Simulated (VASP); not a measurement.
AlN: single point with PBE

The system is AlN.

```xyz
64
Lattice="-1.5651 -8.1325 5.0180 1.5651 8.1325 5.0180 -7.8255 2.7108 -5.0180" Properties=species:S:1:pos:R:3 pbc="T T T"
Al   -6.2604   -1.8072    2.5052
Al   -3.1302   -1.8072    2.5052
Al   -4.6953    0.9036    2.5052
Al   -7.8255    0.9036    2.5052
Al   -1.5651    0.9036    2.5052
Al   -1.5651    0.9036    7.5232
Al   -3.1302    3.6144    2.5052
Al   -4.6953   -4.5181    2.5052
Al   -4.6953    6.3253    2.5052
Al   -6.2604    3.6144   -2.5128
Al   -6.2604    3.6144    2.5052
Al    0.0000    3.6144    2.5052
Al    0.0000    3.6144    7.5232
Al   -1.5651    6.3253    2.5052
Al   -3.1302    9.0361    2.5052
Al   -7.8255    0.9036   -2.5128
Al   -6.2604    7.2289   -0.0038
Al   -4.6953   -0.9036    5.0142
Al   -6.2604    1.8072    5.0142
Al    0.0000    7.2289    5.0142
Al   -3.1302    1.8072    5.0142
Al   -3.1302    1.8072   -0.0038
Al   -4.6953    4.5181    5.0142
Al   -4.6953    4.5181   -0.0038
Al   -7.8255   -0.9036   -0.0038
Al    0.0000    1.8072    5.0142
Al   -1.5651   -6.3253    5.0142
Al   -1.5651    4.5181    5.0142
Al   -3.1302   -3.6144    5.0142
Al   -4.6953   -0.9036   -0.0038
Al   -6.2604    1.8072   -0.0038
Al   -1.5651   -0.9036    5.0142
N    -4.6953    6.3253   -0.5983
N    -3.1302   -1.8072    4.4197
N    -4.6953    0.9036    4.4197
N    -6.2604    9.0361   -0.5983
N    -1.5651    0.9036    4.4197
N    -1.5651    0.9036   -0.5983
N    -3.1302    3.6144    4.4197
N    -3.1302    3.6144   -0.5983
N    -6.2604   -1.8072   -0.5983
N    -6.2604    3.6144   -0.5983
N    -6.2604    3.6144    4.4197
N     0.0000    3.6144    4.4197
N    -1.5651   -4.5181    4.4197
N    -1.5651    6.3253    4.4197
N    -4.6953    0.9036   -0.5983
N    -7.8255    0.9036   -0.5983
N    -7.8255   -0.9036    1.9107
N    -4.6953   -0.9036    1.9107
N    -6.2604    1.8072    1.9107
N    -1.5651   -0.9036    6.9287
N    -3.1302    1.8072    1.9107
N    -3.1302    1.8072    6.9287
N    -4.6953    4.5181    1.9107
N    -6.2604   -3.6144    1.9107
N    -6.2604    7.2289    1.9107
N     0.0000    1.8072    1.9107
N     0.0000    1.8072    6.9287
N    -1.5651    4.5181    1.9107
N    -3.1302   -3.6144    1.9107
N    -3.1302    7.2289    1.9107
N    -6.2604    1.8072   -3.1073
N    -1.5651   -0.9036    1.9107
```

```yaml
Program: VASP 6.6.1
Task: single point
Functional: PBE
Potentials_or_basis: VASP PAW PBE potentials, release 64 (Al, N)
Cutoff: 520 eV
k_mesh: 2 × 2 × 2, shifted
Occupations: gaussian, width 0.02 eV
Spin: no spin polarisation
```

- Pressure: -0.3 GPa
- Band gap on the k mesh: 4.77 eV

Levels at points of the mesh, in eV from the valence-band top:
```
           k point  band 126  band 127  band 128  band 129  band 130  band 131
(0.25, 0.25, 0.25)     -0.39     -0.39     -0.39      5.71      5.71      5.71
```

Run time: 23 min on 1 thread of Oxide Virtual Turin-like Processor, with other jobs on the host, peak memory 0.84 GiB.

Caveat: a shifted mesh leaves out Γ, where band edges can lie. A k mesh can miss the band edges.
